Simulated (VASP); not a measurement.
Runs of VASP 6.6.1 on ZnS. The structure is that of space group P6_3mc (No. 186), or close to it. The cells are those of the table. 

```csv
task,cell,gap on the mesh (eV),pressure (GPa),largest force (eV/Å)
single point,"a = 3.811, b = 3.811, c = 6.172 Å, angles 90.0, 90.0, 120.0°, 4 atoms",2.14,-0.4,0.27
single point,"a = 3.798, b = 3.798, c = 6.213 Å, angles 90.0, 90.0, 120.0°, 4 atoms",2.16,-0.3,0.32
electric field gradients,"a = 3.811, b = 3.811, c = 6.234 Å, angles 90.0, 90.0, 120.0°, 4 atoms",2.12,-1.1,(d)
electric field gradients,"a = 3.836, b = 3.836, c = 6.275 Å, angles 90.0, 90.0, 120.0°, 4 atoms",(b),-2.5,0.29
single point,"a = 3.887, b = 3.887, c = 6.234 Å, angles 90.0, 90.0, 120.0°, 4 atoms",1.90,-3.9,0.19
electric field gradients,"a = 3.811, b = 3.828, c = 6.234 Å, angles 90.2, 90.6, 120.4°, 4 atoms",2.08,-1.1,(a)
single point,"a = 3.811, b = 3.811, c = 6.047 Å, angles 90.0, 90.0, 120.0°, 4 atoms",2.21,1.2,0.15
single point,"a = 3.824, b = 3.824, c = 6.255 Å, angles 90.0, 90.0, 120.0°, 4 atoms",(c),-1.8,0.30
```

Alike in all rows: level PBEsol; potentials or basis VASP PAW PBE potentials, release 64 (Zn, S); no spin polarisation; k mesh 8 × 8 × 5; cutoff (eV) 520; smearing fermi-dirac 0.03 eV.

Q: Fill in the values left out.

A: (a) 0.33; (b) 2.02; (c) 2.07; (d) 0.31.

Caveats: the PAW data sets were made with another functional, which shifts forces and pressure a little.

